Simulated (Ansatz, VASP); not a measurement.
## Be in VASP and in Ansatz

File INCAR:

```
SYSTEM = Be
PREC = Accurate ; ENCUT = 600
EDIFF = 1E-6 ; ISMEAR = -1
SIGMA = 0.08 ; LREAL = .False.
LASPH = .True. ; NELM = 60
ALGO = Normal ; ISIF = 3
LWAVE = .False. ; LCHARG = .False.
GGA = PE ; IBRION = 2
NSW = 60 ; EDIFFG = -0.005
```

Contents of KPOINTS:

```
Automatic mesh
0
Gamma
  21 21 21
  0 0 0
```

The input POSCAR:

```
Be
1.0
   -1.2551785168      1.2551785168      1.2551785168
    1.2551785168     -1.2551785168      1.2551785168
    1.2551785168      1.2551785168     -1.2551785168
Be
1
Direct
    0.0000000000      0.0000000000      0.0000000000
```

Input for Ansatz:

```yaml
crystal:
  lattice:
    - [-1.2551785168, 1.2551785168, 1.2551785168]
    - [1.2551785168, -1.2551785168, 1.2551785168]
    - [1.2551785168, 1.2551785168, -1.2551785168]
  atoms:
    - { symbol: Be, position: [0.0, 0.0, 0.0] }
kpoints:
  mp_grid: { grid: [21, 21, 21] }
scf:
  occupations: { method: fermi_dirac, width: 0.08 }
hamiltonian:
  xc: pbe
  pseudopotentials: { kind: paw }
output:
  forces: true
  stress: true
  write_density: true
  write_potential: true
  elf: true
  volumetric_format: npy
relax:
  f_tol: 0.005
  max_steps: 40
  cell: {}
```

Alike in both runs: task relaxation of cell and atoms; functional PBE; k mesh 21 × 21 × 21; occupations fermi-dirac, width 0.08 eV; no spin polarisation.

```csv
,VASP,Ansatz
version,VASP 6.6.1,Ansatz 0.2.0
potentials or method,"VASP PAW PBE potentials, release 64 (Be)","PAW with Ansatz's default frozen-core files, scalar-relativistic"
plane-wave cutoff (eV),600,420
valence electrons in the cell,2,2
```

```csv
,VASP,Ansatz,Ansatz less VASP
relaxed volume (Å³/atom),7.83,7.82,-0.011
relaxed cell length with the largest relative difference (Å),2.166,2.165,-0.0010
```
